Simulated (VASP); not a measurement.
A run of VASP 6.6.1 is set up as follows.

Contents of INCAR:

```
SYSTEM = AlN
PREC = Accurate
ENCUT = 520
EDIFF = 1E-6
ISMEAR = -1
SIGMA = 0.05
LREAL = .FALSE.
LASPH = .TRUE.
NELM = 80
ALGO = Normal
ISIF = 2
LWAVE = .FALSE.
LCHARG = .TRUE.
GGA = RE
LELF = .TRUE.
LVHAR = .TRUE.
NBANDS = 11
```

The input KPOINTS:

```
Automatic mesh
0
G
  11 11 11
  0 0 0
```

Contents of POSCAR:

```
AlN
1.0
    0.0000000000      2.0345180000      2.0345180000
    2.0345180000      0.0000000000      2.0345180000
    2.0345180000      2.0345180000      0.0000000000
Al N
1 1
Direct
    0.5000000000      0.5000000000      0.5000000000
    0.0000000000      0.0000000000      0.0000000000
```

Potentials or basis: VASP PAW PBE potentials, release 64 (Al, N).

Command:

```console
$ cat potpaw_PBE.64/Al/POTCAR potpaw_PBE.64/N/POTCAR > POTCAR
$ mpirun -np 1 vasp_std > vasp.out
```

Problem. Estimate the band gap on the k mesh.

Solution. 4.65 eV, indirect (least direct gap 5.42 eV).

Problem. What does it give for the pressure?

Solution. 3.2 GPa.

Caveat: the PAW data sets were made with another functional, which shifts forces and pressure a little. A k mesh can miss the band edges.
